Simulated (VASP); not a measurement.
Input of a VASP 6.6.1 run:

The input INCAR:

```
  PREC = Accurate
  ENCUT = 520
  EDIFF = 1E-7
  ISMEAR = -1
  SIGMA = 0.1
  LREAL = F
  LASPH = T
  NELM = 80
  ALGO = Normal
  ISIF = 2
  LWAVE = F
  LCHARG = F
  LDIPOL = T
  IDIPOL = 3
  DIPOL = 0.5 0.5 0.500
  GGA = PS
  NBANDS = 16
```

The input KPOINTS:

```
regular mesh
0
Gamma
  4 6 1
```

POSCAR

```
Al
1.0
    4.5006498094      0.0000000000      0.0000000000
    0.0000000000      2.7560738860      0.0000000000
    0.0000000000      0.0000000000     18.1969027580
Al
5
Direct
    0.0000000000      0.0000000000      0.3572036454
    0.5000000000      0.6666666667      0.4286018227
    0.0000000000      0.3333333333      0.5000000000
    0.5000000000      0.0000000000      0.5713981773
    0.0000000000      0.6666666667      0.6427963546
```

Potentials or basis: VASP PAW PBE potentials, release 64 (Al).

Command:

```sh
$ cat potpaw_PBE.64/Al/POTCAR > POTCAR
$ mpirun -np 1 vasp_std > vasp.out
```

(1) Estimate the band gap on the k mesh.

(2) Estimate the largest force.

Answers

(1) zero (an odd number of electrons rules out a gap without spin polarisation).

(2) 0.357 eV/Å.

Caveat: the k points lie up to 0.38 Å⁻¹ apart, too coarse for converged energies and pressures of a metal; the PAW data sets were made with another functional, which shifts forces and pressure a little.
